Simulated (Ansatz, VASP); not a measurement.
**One calculation of KMgF3, two programs**

File INCAR:

```
ALGO = Normal
EDIFF = 1E-6
ENCUT = 520
GGA = PS
ISIF = 2
ISMEAR = 0
LASPH = True
LCHARG = False
LREAL = False
LWAVE = False
NBANDS = 24
NELM = 60
PREC = Accurate
SIGMA = 0.05
```

Contents of KPOINTS:

```
k-points
0
Gamma
  6 6 6
```

The input POSCAR:

```
KMgF3
1.0
    3.5512119675      0.0000000000      0.0000000000
    0.0000000000      3.5512119675      0.0000000000
    0.0000000000      0.0000000000      5.0214137220
K Mg F
1 1 3
Direct
    0.5000000000      0.5000000000      0.5000000000
    0.0000000000      0.0000000000      0.0000000000
    0.5000000000      0.0000000000      0.0000000000
    0.0000000000      0.5000000000      0.0000000000
    0.0000000000      0.0000000000      0.5000000000
```

Input for Ansatz:

```yaml
crystal:
  lattice:
    - [3.5512119675, 0.0, 0.0]
    - [0.0, 3.5512119675, 0.0]
    - [0.0, 0.0, 5.021413722]
  atoms:
    - { symbol: K, position: [0.5, 0.5, 0.5] }
    - { symbol: Mg, position: [0.0, 0.0, 0.0] }
    - { symbol: F, position: [0.5, 0.0, 0.0] }
    - { symbol: F, position: [0.0, 0.5, 0.0] }
    - { symbol: F, position: [0.0, 0.0, 0.5] }
basis:
  ecutwfc: 420
kpoints:
  mp_grid: { grid: [6, 6, 6] }
hamiltonian:
  xc: pbesol
scf:
  occupations: { method: gaussian, width: 0.05 }
output:
  forces: true
  stress: true
  eigenvalues: true
```

Alike in both runs: task single point; functional PBEsol; k mesh 6 × 6 × 6; occupations gaussian, width 0.05 eV; no spin polarisation.

```csv
,VASP,Ansatz
version,VASP 6.6.1,Ansatz 0.2.0
potentials or method,"VASP PAW PBE potentials, release 64 (K_sv, Mg, F), cutoff 520 eV","scalar-relativistic, plane waves, PAW"
valence electrons in the cell,32,40
```

```tsv
	VASP	Ansatz	Ansatz less VASP
gap on the k mesh at the Fermi level (eV)	6.46	6.49	+0.026
least direct gap on the mesh (eV)	6.83	6.85	+0.023
pressure (GPa)	14.0	14.0	-0.02
traceless stress, the component that is largest in VASP (GPa)	-21.21	-20.84	+0.371
```

VASP's potentials were made for PBE, not for PBEsol. With one functional, cell and mesh, what is left measures potentials, basis and numerics. VASP's potentials hold 32 valence electrons a cell and Ansatz's 40, so a difference there can come from the potentials and not from the codes.
